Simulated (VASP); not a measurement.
Set up this calculation in VASP 6.6.1, as the native input.

```
Task                               : single point
Functional                         : HF
Potentials or basis                : VASP PAW PBE potentials, release 64 (Li_sv, H)
Cutoff                             : 520 eV
k mesh                             : 7 × 7 × 7
Occupations                        : fermi-dirac, width 0.01 eV
Spin                               : no spin polarisation
Dipole correction                  : no
Grid for exact exchange (PRECFOCK) : Normal
Further INCAR settings             : ALGO = Normal; EDIFF = 1e-06; NBANDS = 9
```

The system is LiH.

```
CELL_PARAMETERS angstrom
0.00000 2.03675 2.03675
2.03675 0.00000 2.03675
2.03675 2.03675 0.00000
ATOMIC_POSITIONS crystal
Li 0.00000 0.00000 0.00000
H 0.50000 0.50000 0.50000
```

These files were run (other wordings do the same):

POSCAR

```
LiH
1.0
    0.0000000000      2.0367500000      2.0367500000
    2.0367500000      0.0000000000      2.0367500000
    2.0367500000      2.0367500000      0.0000000000
Li H
1 1
Direct
    0.0000000000      0.0000000000      0.0000000000
    0.5000000000      0.5000000000      0.5000000000
```

INCAR.step1

```
ALGO     = Normal         # electronic algorithm
EDIFF    = 1E-5           # SCF threshold, eV
ENCUT    = 520            # plane-wave cutoff, eV
GGA      = PE             # functional
ISIF     = 2              # what is computed and relaxed
ISMEAR   = -1             # smearing method
LASPH    = T              # aspherical terms in the spheres
LCHARG   = F              # write CHGCAR
LREAL    = F              # projectors in reciprocal space
LWAVE    = T              # write WAVECAR
NBANDS   = 9              # bands
NELM     = 60             # most SCF steps
PREC     = Accurate       # precision mode
SIGMA    = 0.01           # smearing width, eV
```

INCAR.step2

```
AEXX     = 1.0            # exact-exchange fraction
AGGAC    = 0.0          
ALDAC    = 0.0          
ALGO     = Normal         # electronic algorithm
EDIFF    = 1E-6           # SCF threshold, eV
ENCUT    = 520            # plane-wave cutoff, eV
GGA      = PE             # functional
ISIF     = 2              # what is computed and relaxed
ISMEAR   = -1             # smearing method
ISTART   = 1            
LASPH    = T              # aspherical terms in the spheres
LCHARG   = F              # write CHGCAR
LHFCALC  = T              # exact exchange
LREAL    = F              # projectors in reciprocal space
LWAVE    = F              # write WAVECAR
NBANDS   = 9              # bands
NELM     = 60             # most SCF steps
PREC     = Accurate       # precision mode
PRECFOCK = Normal       
SIGMA    = 0.01           # smearing width, eV
```

KPOINTS

```
k-points
0
Gamma
  7 7 7
```

Potentials or basis: VASP PAW PBE potentials, release 64 (Li_sv, H).

Launch:

```console
$ cat potpaw_PBE.64/Li_sv/POTCAR potpaw_PBE.64/H/POTCAR > POTCAR
$ cp INCAR.step1 INCAR
$ mpirun -np 1 vasp_std > vasp.out
$ cp INCAR.step2 INCAR
$ mpirun -np 1 vasp_std > vasp.out
```

It gave:

```
Band gap on the k mesh : 11.51 eV, direct
```

Wall time 3.3 min on 1 thread of Intel(R) Xeon(R) Platinum 8559C (Emerald Rapids), on a shared host, peak memory 0.14 GiB.
